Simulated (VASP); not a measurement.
Here is a VASP 6.6.1 calculation.

INCAR

```
PREC     = Accurate       # precision mode
ENCUT    = 520            # plane-wave cutoff, eV
EDIFF    = 1E-6           # SCF threshold, eV
ISMEAR   = 0              # smearing method
SIGMA    = 0.05           # smearing width, eV
LREAL    = F              # projectors in reciprocal space
LASPH    = T              # aspherical terms in the spheres
NELM     = 60             # most SCF steps
ALGO     = Normal         # electronic algorithm
ISIF     = 2              # what is computed and relaxed
LWAVE    = F              # write WAVECAR
LCHARG   = T              # write CHGCAR
GGA      = PE             # functional
IVDW     = 12             # dispersion correction
LELF     = T              # ELF
LVHAR    = T            
NBANDS   = 35             # bands
```

KPOINTS

```
Automatic mesh
0
Gamma
  12 12 4
```

File POSCAR:

```
MoS2
1.0
    3.2123000000      0.0000000000      0.0000000000
   -1.6061500000      2.7819334046      0.0000000000
    0.0000000000      0.0000000000     11.2249000000
Mo S
2 4
Direct
    0.6666666667      0.3333333333      0.2501439769
    0.3333333333      0.6666666667      0.7498560231
    0.3333333333      0.6666666667      0.3795985159
    0.6666666667      0.3333333333      0.8793132861
    0.3333333333      0.6666666667      0.1206867139
    0.6666666667      0.3333333333      0.6204014841
```

Potentials or basis: VASP PAW PBE potentials, release 64 (Mo_sv, S).

Command:

```sh
$ cat potpaw_PBE.64/Mo_sv/POTCAR potpaw_PBE.64/S/POTCAR > POTCAR
$ mpirun -np 1 vasp_std > vasp.out
```

Estimate the pressure.

7.2 GPa.

Estimate the dispersion energy per atom.

-0.454 eV.

What does it give for the largest force?

1.720 eV/Å.

Estimate the band gap on the k mesh.

zero (bands 26 and 27 overlap by 0.12 eV).

Stress tensor (GPa, compression positive):
```
 0.93  0.00  0.00
 0.00  0.93  0.00
 0.00  0.00 19.68
```

Caveat: the stress differs along the axes, from 1 to 20 GPa; forces of over 1 eV/Å act on the atoms, so gaps and moduli don't describe the material at rest.
